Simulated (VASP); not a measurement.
Write the native input for VASP 6.6.1 that does the following.

| Quantity | Value |
| --- | --- |
| Task | single point |
| Functional | LDA |
| Potentials or basis | VASP PAW LDA potentials, release 64 (Al, N) |
| Cutoff | 520 eV |
| k mesh | 9 × 9 × 6 |
| Occupations | gaussian, width 0.05 eV |
| Spin | no spin polarisation |
| Dipole correction | no |
| Further INCAR settings | ALGO = Normal; EDIFF = 1e-07; NBANDS = 16 |

The structure of AlN lies in POSCAR:

```
AlN
1.0
    3.0643371193      0.0000000000      0.0000000000
   -1.5321685597      2.6537937911      0.0000000000
    0.0000000000      0.0000000000      4.8286600000
Al N
2 2
Direct
    0.3333333333      0.6666666667      0.0000000000
    0.6666666667      0.3333333333      0.5000000000
    0.3333333333      0.6666666667      0.3850000000
    0.6666666667      0.3333333333      0.8850000000
```

This cell differs from its parent crystal: strain -0.015 along x and y, -0.030 along z.

One way to write it, as run:

INCAR

```
SYSTEM = AlN
PREC     = Accurate       ! precision mode
ENCUT    = 520            ! plane-wave cutoff, eV
EDIFF    = 1E-7           ! SCF threshold, eV
ISMEAR   = 0              ! smearing method
SIGMA    = 0.05           ! smearing width, eV
LREAL    = .FALSE.        ! projectors in reciprocal space
LASPH    = .TRUE.         ! aspherical terms in the spheres
NELM     = 80             ! most SCF steps
ALGO     = Normal         ! electronic algorithm
ISIF     = 2              ! what is computed and relaxed
LWAVE    = .FALSE.        ! write WAVECAR
LCHARG   = .FALSE.        ! write CHGCAR
GGA      = CA             ! functional
NBANDS   = 16             ! bands
```

KPOINTS

```
Automatic mesh
0
G
  9 9 6
  0 0 0
```

Potentials or basis: VASP PAW LDA potentials, release 64 (Al, N).

Command:

```sh
$ cat potpaw_LDA.64/Al/POTCAR potpaw_LDA.64/N/POTCAR > POTCAR
$ mpirun -np 1 vasp_std > vasp.out
```

Results of the run:

| Item | Value |
| --- | --- |
| Pressure | 9.5 GPa |
| Largest force | 0.047 eV/Å |
| Band gap on the k mesh | 4.69 eV, direct |

Caveat: the cell differs from its parent crystal (strain -0.015 along x and y, -0.030 along z).

Wall time 38 s on 1 thread of AMD EPYC 7R13 (shared host), peak memory 0.12 GiB.
